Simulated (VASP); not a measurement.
Wanted: the native input for a VASP 6.6.1 run.

| Property | Result |
| --- | --- |
| Task | single point |
| Functional | PBEsol |
| Potentials or basis | VASP PAW PBE potentials, release 64 (Sn_d) |
| Cutoff | 520 eV |
| k mesh | 11 × 11 × 11 |
| Occupations | fermi-dirac, width 0.1 eV |
| Spin | no spin polarisation |
| Dipole correction | no |
| Further INCAR settings | ALGO = Normal; EDIFF = 1e-06; NBANDS = 13 |

The structure of Sn lies in POSCAR:

```
Sn
1.0
   -1.9318114732      1.9318114732      1.9318114732
    1.9318114732     -1.9318114732      1.9318114732
    1.9318114732      1.9318114732     -1.9318114732
Sn
1
Direct
    0.0000000000      0.0000000000      0.0000000000
```

The input as run:

INCAR

```
SYSTEM = Sn
PREC = Accurate
ENCUT = 520
EDIFF = 1E-6
ISMEAR = -1
SIGMA = 0.1
LREAL = .FALSE.
LASPH = .TRUE.
NELM = 60
ALGO = Normal
ISIF = 2
LWAVE = .FALSE.
LCHARG = .FALSE.
GGA = PS
NBANDS = 13
```

KPOINTS

```
regular mesh
0
G
  11 11 11
  0 0 0
```

Potentials or basis: VASP PAW PBE potentials, release 64 (Sn_d).

Command:

```bash
$ cat potpaw_PBE.64/Sn_d/POTCAR > POTCAR
$ mpirun -np 1 vasp_std > vasp.out
```

Results of the run:

- Pressure: -4.1 GPa
- Band gap on the k mesh: zero (band 7 reaches 14.65 eV, above the bottom of band 8 at 5.03 eV)

Caveat: the PAW data sets were made with another functional, which shifts forces and pressure a little; spin-orbit coupling is left out, which moves the levels of the heavy elements.

Run time: 15 s on 1 thread of Intel(R) Xeon(R) Platinum 8259CL CPU @ 2.50GHz (Skylake/Cascade Lake), on a shared host, peak memory 0.16 GiB.
